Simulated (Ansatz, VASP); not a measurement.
## HfN in VASP and in Ansatz

```
CELL_PARAMETERS angstrom
0.00000 2.32677 2.22512
2.32677 0.00000 2.22512
2.32677 2.32677 0.00000
ATOMIC_POSITIONS crystal
Hf 0.00000 0.00000 0.00000
N 0.50000 0.50000 0.50000
```

Change from the starting cell: strain +0.030 along x and y, -0.015 along z, atoms carried along.

Alike in both runs: task single point; functional PBE; k mesh 18 × 18 × 18; occupations gaussian, width 0.15 eV; no spin polarisation.

|  | VASP | Ansatz |
| --- | --- | --- |
| version | VASP 6.6.1 | Ansatz 0.2.0 |
| potentials or method | VASP PAW PBE potentials, release 64 (Hf_pv, N), cutoff 520 eV | scalar-relativistic, plane waves, PAW |
| valence electrons in the cell | 15 | 31 |

|  | VASP | Ansatz | Ansatz less VASP |
| --- | --- | --- | --- |
| gap on the k mesh at the Fermi level (eV) | none | none | - |
| pressure (GPa) | -7.1 | -4.9 | +2.24 |
| traceless stress, the component that is largest in VASP (GPa) | 12.83 | 13.01 | +0.181 |

A gap of «none» marks a metal or a gap that the smearing closes. The functional is the same, so the differences come from potentials, cutoffs and numerics. VASP's potentials hold 15 valence electrons a cell and Ansatz's 31, so a difference there can come from the potentials and not from the codes.

Neither program's run includes spin-orbit coupling.
